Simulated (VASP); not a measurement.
Wanted: the native input for a VASP 6.6.1 run.

```yaml
Task: single point
Functional: PBE
Potentials_or_basis: VASP PAW PBE potentials, release 64 (Be, Te)
Cutoff: 520 eV
k_mesh: 12 × 12 × 8
Occupations: gaussian, width 0.1 eV
Spin: no spin polarisation
Dipole_correction: no
k_mesh_for_the_DOS: 18 × 18 × 12
Occupations_for_the_DOS: tetrahedron
Further_INCAR_settings: ALGO = Normal; EDIFF = 1e-07
```

Be4Te:

```
CELL_PARAMETERS angstrom
4.30266 0.00000 0.00000
-2.15133 3.72621 0.00000
0.00000 0.00000 4.91889
ATOMIC_POSITIONS crystal
Be 0.50000 0.50000 0.00000
Be 0.50000 0.00000 0.00000
Be 0.00000 0.50000 0.00000
Be 0.00000 0.00000 0.00000
Te 0.00000 0.00000 0.50000
```

The input as run:

POSCAR

```
Be4Te
1.0
    4.3026583082      0.0000000000      0.0000000000
   -2.1513291541      3.7262113987      0.0000000000
    0.0000000000      0.0000000000      4.9188864675
Be Te
4 1
Direct
    0.5000000000      0.5000000000      0.0000000000
    0.5000000000      0.0000000000      0.0000000000
    0.0000000000      0.5000000000      0.0000000000
    0.0000000000      0.0000000000      0.0000000000
    0.0000000000      0.0000000000      0.5000000000
```

INCAR.step1

```
ALGO = Normal
EDIFF = 1E-7
ENCUT = 520
GGA = PE
ISIF = 2
ISMEAR = 0
LASPH = T
LCHARG = T
LREAL = F
LWAVE = F
NBANDS = 15
NELM = 60
PREC = Accurate
SIGMA = 0.1
```

KPOINTS.step1

```
k-points
0
Gamma
  12 12 8
```

INCAR.step2

```
ALGO = Normal
EDIFF = 1E-7
ENCUT = 520
GGA = PE
ICHARG = 11
ISIF = 2
ISMEAR = -5
LASPH = T
LCHARG = F
LORBIT = 11
LREAL = F
LWAVE = F
NEDOS = 1001
NELM = 60
PREC = Accurate
SIGMA = 0.1
```

KPOINTS.step2

```
k-points
0
Gamma
  18 18 12
```

Potentials or basis: VASP PAW PBE potentials, release 64 (Be, Te).

Command:

```console
$ cat potpaw_PBE.64/Be/POTCAR potpaw_PBE.64/Te/POTCAR > POTCAR
$ cp INCAR.step1 INCAR
$ cp KPOINTS.step1 KPOINTS
$ mpirun -np 1 vasp_std > vasp.out
$ cp INCAR.step2 INCAR
$ cp KPOINTS.step2 KPOINTS
$ mpirun -np 1 vasp_std > vasp.out
```

It gave:

```yaml
Valence_electrons_inside_the_program's_atomic_spheres: Be 1.06, 1.17 (each value once); Te 3.30
```

It took 92 s on 1 thread of AMD EPYC 9R45 96-Core Processor (Zen 5) (shared host), peak memory 0.34 GiB.
